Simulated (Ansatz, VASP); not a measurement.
**One calculation of NaI, two programs**

The input INCAR:

```
SYSTEM = NaI
PREC     = Accurate       ! precision mode
ENCUT    = 520            ! plane-wave cutoff, eV
EDIFF    = 1E-6           ! SCF threshold, eV
ISMEAR   = -1             ! smearing method
SIGMA    = 0.02           ! smearing width, eV
LREAL    = .FALSE.        ! projectors in reciprocal space
LASPH    = .TRUE.         ! aspherical terms in the spheres
NELM     = 80             ! most SCF steps
ALGO     = Normal         ! electronic algorithm
ISIF     = 2              ! what is computed and relaxed
LWAVE    = .FALSE.        ! write WAVECAR
LCHARG   = .TRUE.         ! write CHGCAR
GGA      = PE             ! functional
LELF     = .TRUE.         ! ELF
LVHAR    = .TRUE.       
NBANDS   = 14             ! bands
```

Contents of KPOINTS:

```
regular mesh
0
G
  8 8 8
  0 0 0
```

The input POSCAR:

```
NaI
1.0
    0.0000000000      3.3117554472      3.1956776307
    3.3117554472      0.0000000000      3.1956776307
    3.3117554472      3.3117554472      0.0000000000
Na I
1 1
Direct
    0.0000000000      0.0000000000      0.0000000000
    0.5000000000      0.5000000000      0.5000000000
```

Input for Ansatz:

```yaml
crystal:
  lattice:
    - [0.0, 3.3117554472, 3.1956776307]
    - [3.3117554472, 0.0, 3.1956776307]
    - [3.3117554472, 3.3117554472, 0.0]
  atoms:
    - { symbol: Na, position: [0.0, 0.0, 0.0] }
    - { symbol: I, position: [0.5, 0.5, 0.5] }
kpoints:
  mp_grid: { grid: [8, 8, 8] }
  band_path:
    path:
      - [0.0, 0.0, 0.0]
      - [0.5, 0.0, 0.5]
      - [0.625, 0.25, 0.625]
      - [0.375, 0.375, 0.75]
      - [0.5, 0.5, 0.5]
      - [0.5, 0.25, 0.75]
    npoints: 1
hamiltonian:
  xc: pbe
scf:
  occupations: { method: fermi_dirac, width: 0.02 }
  n_extra_bands: 4
output:
  forces: true
  stress: true
  eigenvalues: true
```

Change from the starting cell: epitaxial_xy strain +2.5%.

Alike in both runs: task single point; functional PBE; k mesh 8 × 8 × 8; occupations fermi-dirac, width 0.02 eV; no spin polarisation.

|  | VASP | Ansatz |
| --- | --- | --- |
| version | VASP 6.6.1 | Ansatz 0.2.0 |
| potentials or method | VASP PAW PBE potentials, release 64 (Na_pv, I) | plane waves, PAW |
| plane-wave cutoff (eV) | 520 | 420 |
| valence electrons in the cell | 14 | 26 |

|  | VASP | Ansatz | Ansatz less VASP |
| --- | --- | --- | --- |
| gap on the k mesh at the Fermi level (eV) | 3.54 | 3.55 | +0.003 |
| pressure (GPa) | -0.1 | -0.1 | -0.01 |
| traceless stress, the component that is largest in VASP (GPa) | 0.53 | 0.53 | -0.004 |

VASP's potentials hold 14 valence electrons a cell and Ansatz's 26, so a difference there can come from the potentials and not from the codes.

Neither program's run includes spin-orbit coupling.
